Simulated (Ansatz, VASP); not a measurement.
# FePb in VASP and in Ansatz

```
CELL_PARAMETERS angstrom
3.39864 0.00000 0.00000
0.00000 3.39864 0.00000
0.00000 0.00000 3.39864
ATOMIC_POSITIONS crystal
Fe 0.00000 0.00000 0.00000
Pb 0.50000 0.50000 0.50000
```

Alike in both runs: task relaxation of cell and atoms; functional PBE; k mesh 12 × 12 × 12; occupations gaussian, width 0.1 eV; no spin polarisation.

|  | VASP | Ansatz |
| --- | --- | --- |
| version | VASP 6.6.1 | Ansatz 0.2.0 |
| potentials or method | VASP PAW PBE potentials, release 64 (Fe, Pb_d), cutoff 600 eV | scalar-relativistic, plane waves, PAW |
| valence electrons in the cell | 22 | 30 |

```csv
,VASP,Ansatz,Ansatz less VASP
"gap on the k mesh at the Fermi level, each at its own relaxed structure (eV)",none,none,-
relaxed volume (Å³/atom),17.34,17.34,-0.002
relaxed cell length with the largest relative difference (Å),3.261,3.261,-0.0001
```

A gap of «none» marks a metal or a gap that the smearing closes. VASP's potentials hold 22 valence electrons a cell and Ansatz's 30, so a difference there can come from the potentials and not from the codes.

Spin-orbit coupling is off throughout.
